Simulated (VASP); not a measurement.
BaZrO3, 5 atoms in the cell. It takes space group Pm-3m (No. 221, cubic). The conventional cell has a = 4.147 Å, b = 4.147 Å, c = 4.147 Å, α = 90.00°, β = 90.00°, γ = 90.00°. Ba (site symmetry m-3m) has 12 O at 2.93 Å and 8 Zr at 3.59 Å within 3.9 Å. Zr (site symmetry m-3m) has 6 O at 2.07 Å within 2.7 Å. O (site symmetry 4/mmm) has 2 Zr at 2.07 Å within 2.7 Å. 

| Item | Value |
| --- | --- |
| Program | VASP 6.6.1 |
| Task | single point |
| Functional | LDA |
| Potentials or basis | VASP PAW LDA potentials, release 64 (Ba_sv, Zr_sv, O) |
| Cutoff | 520 eV |
| k mesh | 6 × 6 × 6 |
| Occupations | fermi-dirac, width 0.02 eV |
| Spin | no spin polarisation |
| Dipole correction | no |
| Further INCAR settings | ALGO = Normal; EDIFF = 1e-06; NBANDS = 28 |

Potentials or basis: VASP PAW LDA potentials, release 64 (Ba_sv, Zr_sv, O).

Launch:

```console
$ cat potpaw_LDA.64/Ba_sv/POTCAR potpaw_LDA.64/Zr_sv/POTCAR potpaw_LDA.64/O/POTCAR > POTCAR
$ mpirun -np 1 vasp_std > vasp.out
```

Hardware: 1 thread of Intel(R) Xeon(R) 6975P-C (Granite Rapids), on a shared host.

Task: Estimate the wall time of this run.

Result: Wall time 12 s on 1 thread of Intel(R) Xeon(R) 6975P-C (Granite Rapids), on a shared host, peak memory 0.18 GiB. Counts: scf iterations 14, k points 20.
